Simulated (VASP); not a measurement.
Runs of VASP 6.6.1 on BeTl3. The structure is that of space group Pm-3m (No. 221), or close to it. The cells are those of the table. 

```tsv
task	cell	k mesh	cutoff (eV)	gap on the mesh (eV)	pressure (GPa)	relaxed volume (Å³/atom)
relaxation of cell and atoms	relaxed from a = 4.526 Å, 4 atoms	4 × 4 × 4	600	none	0.1	26.07
single point	a = 4.709 Å, 4 atoms	10 × 10 × 10	520	none	0.0	-
single point	a = 4.722 Å, 4 atoms	4 × 4 × 4	520	none	(a)	-
relaxation of cell and atoms	relaxed from a = 4.722 Å, 4 atoms	10 × 10 × 10	600	none	0.0	26.09
```

Alike in all rows: level PBE; potentials or basis VASP PAW PBE potentials, release 64 (Be, Tl_d); no spin polarisation; smearing gaussian 0.1 eV.

Question: Estimate the missing entries.

Answer: (a) -0.2.

Caveats: spin-orbit coupling is left out, which moves the levels of the heavy elements.

A k mesh can miss the band edges, and the runs leave out spin-orbit coupling on Tl.

A gap of «none» marks levels without a gap at the run's occupations.
